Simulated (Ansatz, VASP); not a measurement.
# SiC in VASP and in Ansatz

```xyz
2
Lattice="0.0000 2.1782 2.1782 2.1782 0.0000 2.1782 2.1782 2.1782 0.0000" Properties=species:S:1:pos:R:3 pbc="T T T"
Si    0.0000    0.0000    0.0000
C     1.0891    1.0891    1.0891
```

Alike in both runs: functional r2SCAN; k mesh 10 × 10 × 10; occupations gaussian, width 0.02 eV; no spin polarisation.

Ansatz relaxed the structure, and its values are those at the end. VASP's run is a single point on that final structure, the one shown.

```csv
,VASP,Ansatz
version,VASP 6.6.1,Ansatz 0.2.0
potentials or method,"VASP PAW PBE potentials, release 64 (Si, C), cutoff 660 eV","scalar-relativistic, plane waves, PAW"
valence electrons in the cell,8,8
```

```csv
,VASP,Ansatz,Ansatz less VASP
gap on the k mesh at the Fermi level (eV),1.73,1.71,-0.013
least direct gap on the mesh (eV),5.06,5.05,-0.014
pressure (GPa),-0.4,0.0,+0.39
```

VASP's potentials were made for PBE, not for r2SCAN. The functional is the same, so the differences come from potentials, cutoffs and numerics.
